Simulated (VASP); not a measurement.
# Mn (Fd-3m) in VASP: notebook, part 2 of 2

VASP 6.6.1. Earlier steps stand in the parts before.

## Step 3: Single point, PBEsol, collinear spin, ferromagnetic start

This run uses another cell than the first one: it holds 2 atoms, not 8.

File INCAR:

```
PREC     = Accurate       # precision mode
ENCUT    = 520            # plane-wave cutoff, eV
EDIFF    = 1E-7           # SCF threshold, eV
ISMEAR   = 0              # smearing method
SIGMA    = 0.1            # smearing width, eV
LREAL    = F              # projectors in reciprocal space
LASPH    = T              # aspherical terms in the spheres
NELM     = 150            # most SCF steps
ALGO     = Normal         # electronic algorithm
ISIF     = 2              # what is computed and relaxed
LWAVE    = F              # write WAVECAR
LCHARG   = F              # write CHGCAR
ISPIN    = 2              # spin polarisation
MAGMOM   = 4.48 4.48      # initial moments
LORBIT   = 11             # projections on sites
LMAXMIX  = 4              # l up to which the mixer works
GGA      = PS             # functional
NBANDS   = 24             # bands
```

File KPOINTS:

```
regular mesh
0
Gamma
  12 12 12
```

File POSCAR:

```
Mn
1.0
    0.0000000000      2.8462010071      2.8462010071
    2.8462010071      0.0000000000      2.8462010071
    2.8462010071      2.8462010071      0.0000000000
Mn
2
Direct
    0.5000000000      0.5000000000      0.5000000000
    0.7500000000      0.7500000000      0.7500000000
```

Potentials or basis: VASP PAW PBE potentials, release 64 (Mn_pv).

The run is started by

```
$ cat potpaw_PBE.64/Mn_pv/POTCAR > POTCAR
$ mpirun -np 1 vasp_std > vasp.out
```

OUTCAR:

```text
PREC = Accurate
   ENCUT = 520
   EDIFF = 1E-7
   ISMEAR = 0
   LREAL = F
   LASPH = T
   NELM = 150
   ISIF = 2
   ISPIN = 2
   LORBIT = 11
   GGA = PS

 ion  position               nearest neighbor table
   1  0.500  0.500  0.500-   2 2.46   2 2.46   2 2.46   2 2.46
   2  0.750  0.750  0.750-   1 2.46   1 2.46   1 2.46   1 2.46

  LATTYP: Found a face centered cubic cell.
 ALAT       =     5.6924020142

  Lattice vectors:

 A1 = (   0.0000000000,   2.8462010071,   2.8462010071)
 A2 = (   2.8462010071,   0.0000000000,   2.8462010071)
 A3 = (   2.8462010071,   2.8462010071,   0.0000000000)

Analysis of symmetry for initial positions (statically):
=====================================================================
 Subroutine PRICEL returns:
 Original cell was already a primitive cell.

 Routine SETGRP: Setting up the symmetry group for a
 face centered cubic supercell.

 Subroutine GETGRP returns: Found 48 space group operations
 (whereof 24 operations were pure point group operations)
 out of a pool of 48 trial point group operations.

The static configuration has the point symmetry T_d .
 The point group associated with its full space group is O_h .

Analysis of symmetry for dynamics (positions and initial velocities):
=====================================================================
 Subroutine PRICEL returns:
 Original cell was already a primitive cell.

 Routine SETGRP: Setting up the symmetry group for a
 face centered cubic supercell.

 Subroutine GETGRP returns: Found 48 space group operations
 (whereof 24 operations were pure point group operations)
 out of a pool of 48 trial point group operations.

The dynamic configuration has the point symmetry T_d .
 The point group associated with its full space group is O_h .

Analysis of structural, dynamic, and magnetic symmetry:
=====================================================================
[... 154 lines left out ...]
  ext. energy  EPLUGINS =         0.00000000
  ---------------------------------------------------
  free energy    TOTEN  =       -14.12064266 eV

  energy without entropy =      -14.10139523  energy(sigma->0) =      -14.11101895

 E-fermi :   3.2328     XC(G=0):  -9.7975

 val. band max:        3.2313213920   @ k =  -0.1667   0.2500   0.0833
 cond. band min:       3.2384773001   @ k =   0.3333   0.0833   0.0000
 fundamental gap:      0.0071559081
 Fermi energy:         3.2328194129

 spin component 1

 k-point     1 :       0.0000    0.0000    0.0000
  band No.  band energies     occupation
      1     -46.2501      1.00000
      2     -46.2501      1.00000
      3     -46.2501      1.00000
      4     -46.0303      1.00000
      5     -46.0303      1.00000
      6     -46.0303      1.00000
[... 637 lines left out ...]
     23      15.0061      0.00000
     24      16.7104      0.00000

 [... further k-points ...]

 spin component 2

 k-point     1 :       0.0000    0.0000    0.0000
  band No.  band energies     occupation
      1     -42.4779      1.00000
      2     -42.4779      1.00000
      3     -42.4779      1.00000
      4     -42.2424      1.00000
      5     -42.2424      1.00000
      6     -42.2424      1.00000
[... 637 lines left out ...]
     23      16.1015      0.00000
     24      17.9130      0.00000

 [... further k-points ...]

------------------------ aborting loop because EDIFF is reached ----------------------------------------

  FORCE on cell =-STRESS in cart. coord.  units (eV):
  Direction    XX          YY          ZZ          XY          YZ          ZX
  --------------------------------------------------------------------------------------
  -------------------------------------------------------------------------------------
  Total       -0.0007124     -0.0007124     -0.0007124      0.0000000      0.0000000      0.0000000
  in kB       -0.0247511     -0.0247511     -0.0247511      0.0000000      0.0000000      0.0000000
  external PRESSURE =      -0.0247511 kB  Pullay stress =       0.0000000 kB

 VOLUME and BASIS-vectors are now :
 -----------------------------------------------------------------------------
  energy-cutoff  :      520.00
  volume of cell :       46.11
      direct lattice vectors                 reciprocal lattice vectors
     0.000000000  2.846201007  2.846201007    -0.175672765  0.175672765  0.175672765
     2.846201007  0.000000000  2.846201007     0.175672765 -0.175672765  0.175672765
     2.846201007  2.846201007  0.000000000     0.175672765  0.175672765 -0.175672765

 POSITION                                       TOTAL-FORCE (eV/Angst)
 -----------------------------------------------------------------------------------
      2.84620      2.84620      2.84620        -0.000000     -0.000000     -0.000000
      4.26930      4.26930      4.26930         0.000000      0.000000      0.000000
 -----------------------------------------------------------------------------------
    total drift:                                0.000000     -0.000000      0.000000

  FREE ENERGIE OF THE ION-ELECTRON SYSTEM (eV)
  ---------------------------------------------------
  free  energy   TOTEN  =       -14.1206426577 eV

  energy  without entropy=      -14.1013952327  energy(sigma->0) =      -14.11101895

 total charge

# of ion       s       p       d       tot
------------------------------------------
    1        0.377   6.133   5.035  11.545
    2        0.377   6.133   5.035  11.545
--------------------------------------------------
tot          0.753  12.267  10.070  23.090

 magnetization (x)

# of ion       s       p       d       tot
------------------------------------------
    1        0.015   0.060   3.603   3.679
    2        0.015   0.060   3.603   3.679
--------------------------------------------------
tot          0.031   0.120   7.207   7.358
```

OSZICAR:

```text
N       E                     dE             d eps       ncg     rms          rms(c)
DAV:   1     0.264758502758E+03    0.26476E+03   -0.15484E+04  6936   0.126E+03
DAV:   2    -0.509116210554E+01   -0.26985E+03   -0.25910E+03  7072   0.374E+02
DAV:   3    -0.146203277560E+02   -0.95292E+01   -0.94865E+01  8064   0.844E+01
DAV:   4    -0.147451849919E+02   -0.12486E+00   -0.12485E+00  7672   0.911E+00
DAV:   5    -0.147484511915E+02   -0.32662E-02   -0.32661E-02  8248   0.147E+00    0.112E+01
DAV:   6    -0.141360647753E+02    0.61239E+00   -0.60022E+00  7768   0.255E+01    0.728E+00
DAV:   7    -0.141244835513E+02    0.11581E-01   -0.91116E-01  7480   0.966E+00    0.310E+00
DAV:   8    -0.141250846264E+02   -0.60108E-03   -0.10548E-02  7664   0.705E-01    0.158E+00
DAV:   9    -0.141198342976E+02    0.52503E-02   -0.42476E-03  7896   0.498E-01    0.250E-01
DAV:  10    -0.141205256001E+02   -0.69130E-03   -0.95145E-04  7792   0.193E-01    0.768E-02
DAV:  11    -0.141206351007E+02   -0.10950E-03   -0.21443E-04  8128   0.644E-02    0.360E-02
DAV:  12    -0.141206411131E+02   -0.60123E-05   -0.16351E-05  7448   0.288E-02    0.202E-02
DAV:  13    -0.141206421083E+02   -0.99526E-06   -0.86648E-06  8320   0.162E-02    0.582E-03
DAV:  14    -0.141206426516E+02   -0.54326E-06   -0.11893E-06  7400   0.749E-03    0.196E-03
DAV:  15    -0.141206426577E+02   -0.60945E-08   -0.75220E-08  5520   0.188E-03
   1 F= -.14120643E+02 E0= -.14111019E+02  d E =-.192474E-01  mag=     7.7480
```

stdout:

```text
POSCAR found type information on POSCAR Mn
 POSCAR found :  1 types and       2 ions
 scaLAPACK will be used
 -----------------------------------------------------------------------------
|                                                                             |
|                                                                             |
|     You enforced a specific xc type in the INCAR file but a different       |
|     I HOPE YOU KNOW WHAT YOU ARE DOING!                                     |
|                                                                             |
 -----------------------------------------------------------------------------

 LDA part: xc-table for (Slater+PW92), standard interpolation
 POSCAR, INCAR and KPOINTS ok, starting setup
 FFT: planning ... GRIDC
 FFT: planning ... GRID_SOFT
 FFT: planning ... GRID
 WAVECAR not read
 entering main loop
```

Wall time 70 s (1 thread of Intel Xeon 6975P-C (Granite Rapids), shared host); peak memory 0.25 GiB.

What came out:

| Item | Value |
| --- | --- |
| Free energy | -14.1206 eV |
| Pressure | 0.0 GPa |
| Net moment | 7.75 μB per cell |
| Site moments | Mn +3.68 μB |
| Valence electrons inside the program's atomic spheres | Mn 11.54 |

Levels at points of the mesh, in eV from the Fermi level:
Spin up:
| k point | band 13 | band 14 | band 15 | band 16 | band 17 | band 18 | band 19 | band 20 | band 21 | band 22 |
| --- | --- | --- | --- | --- | --- | --- | --- | --- | --- | --- |
| (0.00, 0.00, 0.00) | -1.66 | -1.66 | -1.66 | -0.75 | -0.75 | 8.92 | 8.92 | 8.92 | 9.51 | 9.51 |
| (0.50, 0.00, 0.00) | -1.70 | -1.38 | -1.38 | -0.88 | -0.88 | 0.07 | 6.22 | 6.22 | 9.56 | 10.00 |
| (0.50, 0.50, 0.00) | -1.88 | -1.88 | -0.76 | -0.76 | 0.48 | 0.48 | 2.94 | 2.94 | 7.35 | 7.35 |
Spin down:
| k point | band 6 | band 7 | band 8 | band 9 | band 10 | band 11 | band 12 | band 13 |
| --- | --- | --- | --- | --- | --- | --- | --- | --- |
| (0.00, 0.00, 0.00) | -45.48 | -5.05 | 0.01 | 0.01 | 0.08 | 0.08 | 0.08 | 1.45 |
| (0.50, 0.00, 0.00) | -45.45 | -2.23 | -1.17 | -0.01 | -0.01 | 0.20 | 0.20 | 0.27 |
| (0.50, 0.50, 0.00) | -45.43 | -1.09 | -1.09 | -0.33 | -0.33 | 0.30 | 0.30 | 1.48 |

Caveat: the PAW data sets were made with another functional, which shifts forces and pressure a little.
